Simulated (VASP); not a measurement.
Wanted: the native input for a VASP 6.6.1 run.

| Quantity | Value |
| --- | --- |
| Task | single point |
| Functional | r2SCAN |
| Potentials or basis | VASP PAW PBE potentials, release 64 (Ta_pv) |
| Cutoff | 520 eV |
| k mesh | 13 × 13 × 13 |
| Occupations | methfessel-paxton, width 0.01 eV |
| Spin | no spin polarisation |
| Dipole correction | no |
| Further INCAR settings | ALGO = Normal; EDIFF = 1e-06; NBANDS = 12 |

Crystal: Ta.

```xyz
1
Lattice="-1.6534 1.6534 1.6534 1.6534 -1.6534 1.6534 1.6534 1.6534 -1.6534" Properties=species:S:1:pos:R:3 pbc="T T T"
Ta    0.0000    0.0000    0.0000
```

These files were run (other wordings do the same):

POSCAR

```
Ta
1.0
   -1.6533592789      1.6533592789      1.6533592789
    1.6533592789     -1.6533592789      1.6533592789
    1.6533592789      1.6533592789     -1.6533592789
Ta
1
Direct
    0.0000000000      0.0000000000      0.0000000000
```

INCAR.step1

```
  ALGO = Normal
  EDIFF = 1E-4
  ENCUT = 520
  GGA = PE
  ISMEAR = 1
  LASPH = T
  LCHARG = F
  LREAL = F
  LWAVE = T
  NBANDS = 12
  NELM = 60
  PREC = Accurate
  SIGMA = 0.01
```

INCAR.step2

```
  ALGO = Normal
  EDIFF = 1E-6
  ENCUT = 520
  ISIF = 2
  ISMEAR = 1
  ISTART = 1
  LASPH = T
  LCHARG = T
  LELF = T
  LMIXTAU = T
  LREAL = F
  LVHAR = T
  LWAVE = F
  METAGGA = R2SCAN
  NBANDS = 12
  NELM = 60
  PREC = Accurate
  SIGMA = 0.01
```

KPOINTS

```
k-points
0
Gamma
  13 13 13
```

Potentials or basis: VASP PAW PBE potentials, release 64 (Ta_pv).

Run with:

```console
$ cat potpaw_PBE.64/Ta_pv/POTCAR > POTCAR
$ cp INCAR.step1 INCAR
$ mpirun -np 1 vasp_std > vasp.out
$ cp INCAR.step2 INCAR
$ mpirun -np 1 vasp_std > vasp.out
```

Results of the run:

```yaml
Pressure: 0.6 GPa
Band_gap_on_the_k_mesh: zero (an odd number of electrons rules out a gap without spin polarisation)
```

Caveat: the PAW data sets were made with another functional, which shifts forces and pressure a little; spin-orbit coupling is left out, which moves the levels of the heavy elements.

Wall time 51 s on 1 thread of AMD EPYC 9R45 (Zen 5), with other jobs on the host, peak memory 0.12 GiB.
